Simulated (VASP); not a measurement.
# Ba (P4/mmm) in VASP: a series of runs

The runs below take Ba through single point, with PBEsol.

Program: VASP 6.6.1. These are calculated values, not measurements. Logs are shortened: lines on timing, memory, paths and dates and some standing lists are left out, and cuts for length are marked.

## 1. The cell of the first run

The structure is tetragonal, space group P4/mmm (No. 123). Conventional cell: a = 3.880 Å, b = 3.880 Å, c = 3.660 Å, α = 90.00°, β = 90.00°, γ = 90.00°. Ba (site symmetry 4/mmm) has 6 Ba at 3.66 to 3.88 Å within 4.8 Å.

## 2. Single point, PBEsol (strain -0.030 along x and y, +0.015 along z)

The input, INCAR:

```
  PREC = Accurate
  ENCUT = 520
  EDIFF = 1E-6
  ISMEAR = 0
  SIGMA = 0.15
  LREAL = False
  LASPH = True
  NELM = 80
  ALGO = Fast
  ISIF = 2
  LWAVE = False
  LCHARG = False
  GGA = PS
  NBANDS = 11
```

The input, KPOINTS:

```
regular mesh
0
Gamma
  12 12 14
```

The input, POSCAR:

```
Ba
1.0
    3.8796605000      0.0000000000      0.0000000000
    0.0000000000      3.8796605000      0.0000000000
    0.0000000000      0.0000000000      3.6596220850
Ba
1
Direct
    0.5000000000      0.5000000000      0.5000000000
```

Potentials or basis: VASP PAW PBE potentials, release 64 (Ba_sv).

The run is started by

```bash
$ cat potpaw_PBE.64/Ba_sv/POTCAR > POTCAR
$ mpirun -np 1 vasp_std > vasp.out
```

OUTCAR:

```text
PREC = Accurate
   ENCUT = 520
   EDIFF = 1E-6
   ISMEAR = 0
   LREAL = False
   LASPH = True
   NELM = 80
   ISIF = 2
   GGA = PS

 ion  position               nearest neighbor table
   1  0.500  0.500  0.500-

  LATTYP: Found a simple tetragonal cell.
 ALAT       =     3.8796605000
 C/A-ratio  =     0.9432841057

  Lattice vectors:

 A1 = (   3.8796605000,   0.0000000000,   0.0000000000)
 A2 = (   0.0000000000,   3.8796605000,   0.0000000000)
 A3 = (   0.0000000000,   0.0000000000,   3.6596220850)

Analysis of symmetry for initial positions (statically):
=====================================================================
 Subroutine PRICEL returns:
 Original cell was already a primitive cell.

 Routine SETGRP: Setting up the symmetry group for a
 simple tetragonal supercell.

 Subroutine GETGRP returns: Found 16 space group operations
 (whereof 16 operations were pure point group operations)
 out of a pool of 16 trial point group operations.

The static configuration has the point symmetry D_4h.

Analysis of symmetry for dynamics (positions and initial velocities):
=====================================================================
 Subroutine PRICEL returns:
 Original cell was already a primitive cell.

 Routine SETGRP: Setting up the symmetry group for a
 simple tetragonal supercell.

 Subroutine GETGRP returns: Found 16 space group operations
 (whereof 16 operations were pure point group operations)
 out of a pool of 16 trial point group operations.

The dynamic configuration has the point symmetry D_4h.

 Subroutine INISYM returns: Found 16 space group operations
 (whereof 16 operations are pure point group operations),
 and found     1 'primitive' translations

----------------------------------------------------------------------------------------

                                     Primitive cell

  volume of cell :      55.0838

  direct lattice vectors                    reciprocal lattice vectors
     3.879660500  0.000000000  0.000000000     0.257754512  0.000000000  0.000000000
     0.000000000  3.879660500  0.000000000     0.000000000  0.257754512  0.000000000
     0.000000000  0.000000000  3.659622085     0.000000000  0.000000000  0.273252259

  length of vectors
     3.879660500  3.879660500  3.659622085     0.257754512  0.257754512  0.273252259

[... 77 lines left out ...]
   NELM   =     80;   NELMIN=  2; NELMDL= -5     # of ELM steps
   EDIFF  = 0.1E-05   stopping-criterion for ELM
   LREAL  =      F    real-space projection
   EDIFFG = 0.1E-04   stopping-criterion for IOM
   NSW    =      0    number of steps for IOM
   IBRION =     -1    ionic relax: 0-MD 1-quasi-New 2-CG
   NFREE  =      0    steps in history (QN), initial steepest desc. (CG)
   ISIF   =      2    stress and relaxation
   ISYM   =      2    0-nonsym 1-usesym 2-fastsym
   POTIM  = 0.5000    time-step for ionic-motion
   TEBEG  =    0.0;   TEEND  =   0.0 temperature during run
   PSTRESS=    0.0 pullay stress
   NELECT =      10.0000    total number of electrons
   NUPDOWN=      -1.0000    fix difference up-down
   EMIN   =  10.00;   EMAX   =-10.00  energy-range for DOS
   EFERMI =   0.00;   METHOD = LEGACY
   ISMEAR =     0;   SIGMA  =   0.15  broadening in eV -4-tet -1-fermi 0-gaus
   EFERMI_NEDOS =   21; number of points for ismear=-14 and -15
   IALGO  =     68    algorithm
   IMIX   =      4    mixing-type and parameters
     AMIX     =   0.40;   BMIX     =  1.00
     AMIX_MAG =   1.60;   BMIX_MAG =  1.00
  volume/ion in A,a.u.               =      55.08       371.72
  Fermi-wavevector in a.u.,A,eV,Ry     =   0.926973  1.751724 11.691192  0.859278
  Thomas-Fermi vector in A             =   2.052993
   LORBIT       =      0    0 simple, 1 ext, 2 COOP (PROOUT), +10 PAW based schemes
   GGA     = PS    functional components
   LHFCALC =     F    Hartree Fock is set to
   AEXX    =    0.0000 exact exchange contribution
   IVDW    =     0    specifies the selected vdW correction
   LEPSILON=     F    determine dielectric tensor
   LRPA    =     F    only Hartree local field effects (RPA)
 non-spin polarized calculation
 RMM-DIIS sequential band-by-band and
 Gauss-broadening in eV      SIGMA  =   0.15
  energy-cutoff  :      520.00
  volume of cell :       55.08
 maximum number of plane-waves:      1504
 NGX is ok and might be reduce to    30
   NGX = 15   NGY = 15   NGZ = 13

 number of electron      10.0000002 magnetization

 Free energy of the ion-electron system (eV)
  ---------------------------------------------------
  ext. energy  EPLUGINS =         0.00000000
  ---------------------------------------------------
  free energy    TOTEN  =        -1.83651390 eV

  energy without entropy =       -1.82878545  energy(sigma->0) =       -1.83264967

 E-fermi :   1.8971     XC(G=0):  -7.9383

 val. band max:        1.8872821770   @ k =   0.5000   0.1667   0.2143
 cond. band min:       1.9016622909   @ k =   0.5000   0.0000   0.2143
 fundamental gap:      0.0143801140
 Fermi energy:         1.8971467881

 k-point     1 :       0.0000    0.0000    0.0000
  band No.  band energies     occupation
      1     -27.0985      2.00000
      2     -11.8523      2.00000
      3     -11.8523      2.00000
      4     -11.6421      2.00000
      5      -0.6861      2.00000
      6       1.8247      1.50568
      7       1.8496      1.34617
      8       7.0827      0.00000
      9       7.5556      0.00000
     10       7.5556      0.00000
     11       9.8553      0.00000
[... 309 lines left out ...]
 k-point    24 :       0.4167    0.3333    0.0000
  band No.  band energies     occupation
      1     -26.9758      2.00000
      2     -12.5557      2.00000
      3     -12.3947      2.00000
      4     -11.5202      2.00000
      5       1.2269      2.00000
      6       2.1817      0.00730
      7       4.5082      0.00000
      8       5.1633      0.00000
      9       5.7276      0.00000
     10       6.1238      0.00000
     11       8.7233      0.00000

 [... further k-points ...]
[... 5 lines left out ...]
  --------------------------------------------------------------------------------------
  -------------------------------------------------------------------------------------
  Total       -0.1511574     -0.1511574      0.6130826      0.0000000      0.0000000      0.0000000
  in kB       -4.3965921     -4.3965921     17.8322409      0.0000000      0.0000000      0.0000000
  external PRESSURE =       3.0130189 kB  Pullay stress =       0.0000000 kB

 VOLUME and BASIS-vectors are now :
 -----------------------------------------------------------------------------
  energy-cutoff  :      520.00
  volume of cell :       55.08
      direct lattice vectors                 reciprocal lattice vectors
     3.879660500  0.000000000  0.000000000     0.257754512  0.000000000  0.000000000
     0.000000000  3.879660500  0.000000000     0.000000000  0.257754512  0.000000000
     0.000000000  0.000000000  3.659622085     0.000000000  0.000000000  0.273252259

 POSITION                                       TOTAL-FORCE (eV/Angst)
 -----------------------------------------------------------------------------------
      1.93983      1.93983      1.82981         0.000000      0.000000      0.000000
 -----------------------------------------------------------------------------------
    total drift:                                0.000000      0.000000     -0.000000

  FREE ENERGIE OF THE ION-ELECTRON SYSTEM (eV)
  ---------------------------------------------------
  free  energy   TOTEN  =        -1.8365138969 eV

  energy  without entropy=       -1.8287854489  energy(sigma->0) =       -1.83264967
```

OSZICAR:

```text
N       E                     dE             d eps       ncg     rms          rms(c)
DAV:   1     0.613752146841E+02    0.61375E+02   -0.44289E+03  4928   0.746E+02
DAV:   2     0.132754161705E+01   -0.60048E+02   -0.58644E+02  6037   0.145E+02
DAV:   3    -0.170577464913E+01   -0.30333E+01   -0.30170E+01  6276   0.374E+01
DAV:   4    -0.185111047254E+01   -0.14534E+00   -0.14513E+00  7130   0.515E+00
DAV:   5    -0.185188005122E+01   -0.76958E-03   -0.76955E-03  6208   0.415E-01    0.223E+00
RMM:   6    -0.184125226651E+01    0.10628E-01   -0.86118E-03  5532   0.768E-01    0.131E+00
RMM:   7    -0.183604487924E+01    0.52074E-02   -0.22906E-02  6250   0.119E+00    0.638E-02
RMM:   8    -0.183644898609E+01   -0.40411E-03   -0.31425E-03  6952   0.349E-01    0.277E-02
RMM:   9    -0.183650426167E+01   -0.55276E-04   -0.38538E-04  7432   0.104E-01    0.184E-02
RMM:  10    -0.183651216173E+01   -0.79001E-05   -0.57894E-05  7572   0.466E-02    0.741E-03
RMM:  11    -0.183651373780E+01   -0.15761E-05   -0.20170E-05  7608   0.206E-02    0.465E-03
RMM:  12    -0.183651389687E+01   -0.15908E-06   -0.31270E-06  5541   0.814E-03
   1 F= -.18365139E+01 E0= -.18326497E+01  d E =-.772845E-02
```

Wall time 83 s (1 thread of Intel Xeon Platinum 8559C (Emerald Rapids), shared host); peak memory 0.26 GiB.

Results:

* Free energy: -1.8365 eV
* Pressure: 0.3 GPa
* Band gap on the k mesh: zero (band 5 reaches 2.11 eV, above the bottom of band 6 at 1.62 eV)

Caveat: the cell differs from its parent crystal (strain -0.030 along x and y, +0.015 along z); the PAW data sets were made with another functional, which shifts forces and pressure a little; spin-orbit coupling is left out, which moves the levels of the heavy elements.

## 3. Single point, PBEsol (strain -0.030 along x and y, +0.030 along z)

The input, INCAR:

```
PREC = Accurate ; ENCUT = 520
EDIFF = 1E-7 ; ISMEAR = 0
SIGMA = 0.15 ; LREAL = False
LASPH = True ; NELM = 60
ALGO = Normal ; ISIF = 2
LWAVE = False ; LCHARG = False
GGA = PS ; NBANDS = 11
```

The input, KPOINTS:

```
Automatic mesh
0
Gamma
  12 12 14
```

Edit POSCAR of step 2 so:

```diff
@@ -4,3 +4,3 @@
     0.0000000000      3.8796605000      0.0000000000
-    0.0000000000      0.0000000000      3.6596220850
+    0.0000000000      0.0000000000      3.7137051700
 Ba
```

Potentials or basis: VASP PAW PBE potentials, release 64 (Ba_sv).

The run is started by

```bash
$ cat potpaw_PBE.64/Ba_sv/POTCAR > POTCAR
$ mpirun -np 1 vasp_std > vasp.out
```

Run time: 84 s. Hardware: 1 thread of Intel Xeon Platinum 8559C (Emerald Rapids), shared host; peak memory 0.26 GiB.

The run converged. Its results:

```yaml
Free_energy: -1.8441 eV
Pressure: 0.2 GPa
Band_gap_on_the_k_mesh: zero (band 5 reaches 2.04 eV, above the bottom of band 6 at 1.62 eV)
```

Stress tensor (GPa, compression positive):
```
-0.37  0.00  0.00
 0.00 -0.37  0.00
 0.00  0.00  1.20
```

Levels at points of the mesh, in eV from the Fermi level:
| k point | band 1 | band 2 | band 3 | band 4 | band 5 | band 6 | band 7 | band 8 | band 9 | band 10 |
| --- | --- | --- | --- | --- | --- | --- | --- | --- | --- | --- |
| (0.00, 0.00, 0.00) | -29.01 | -13.77 | -13.77 | -13.62 | -2.59 | -0.06 | -0.04 | 5.18 | 5.52 | 5.52 |
| (0.50, 0.00, 0.00) | -28.94 | -14.61 | -13.69 | -13.54 | -0.70 | 0.51 | 1.00 | 2.73 | 3.22 | 5.79 |
| (0.50, 0.50, 0.00) | -28.86 | -14.48 | -14.48 | -13.47 | -1.10 | 0.60 | 3.69 | 3.69 | 3.71 | 3.71 |
| (0.00, 0.00, 0.50) | -28.89 | -14.79 | -13.65 | -13.65 | -0.48 | 0.73 | 1.21 | 2.56 | 2.56 | 5.57 |
| (0.50, 0.00, 0.50) | -28.82 | -14.66 | -14.43 | -13.57 | -1.18 | 0.88 | 3.07 | 3.42 | 3.87 | 3.93 |
| (0.50, 0.50, 0.50) | -28.75 | -14.54 | -14.32 | -14.32 | -0.23 | -0.23 | 0.10 | 4.09 | 7.05 | 7.40 |

Caveat: the cell differs from its parent crystal (strain -0.030 along x and y, +0.030 along z); the PAW data sets were made with another functional, which shifts forces and pressure a little; spin-orbit coupling is left out, which moves the levels of the heavy elements.
